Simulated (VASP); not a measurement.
ZnO, 4 atoms in the cell. It takes space group P6_3mc (No. 186, hexagonal). The conventional cell has a = 3.041 Å, b = 3.041 Å, c = 5.509 Å, α = 90.00°, β = 90.00°, γ = 120.00°. Within 2.6 Å of Zn (site symmetry 3m) lie 4 O at 1.93 to 1.94 Å. O (site symmetry 3m) has 4 Zn at 1.93 to 1.94 Å within 2.6 Å. 

* Program: VASP 6.6.1
* Task: single point
* Functional: r2SCAN
* Potentials or basis: VASP PAW PBE potentials, release 64 (Zn, O)
* Cutoff: 520 eV
* k mesh: 12 × 12 × 6
* Occupations: gaussian, width 0.02 eV
* Spin: no spin polarisation
* Dipole correction: no
* Further INCAR settings: ALGO = Normal; EDIFF = 1e-06; NBANDS = 26

Potentials or basis: VASP PAW PBE potentials, release 64 (Zn, O).

Launch:

```sh
$ cat potpaw_PBE.64/Zn/POTCAR potpaw_PBE.64/O/POTCAR > POTCAR
$ cp INCAR.step1 INCAR
$ mpirun -np 1 vasp_std > vasp.out
$ cp INCAR.step2 INCAR
$ mpirun -np 1 vasp_std > vasp.out
```

Hardware: 1 thread of Intel(R) Xeon(R) Platinum 8488C (Sapphire Rapids), with other jobs on the host.

Estimate the wall time of this run.

Wall time 3.7 min on 1 thread of Intel(R) Xeon(R) Platinum 8488C (Sapphire Rapids) (shared host), peak memory 0.22 GiB. Counts: k points 76.
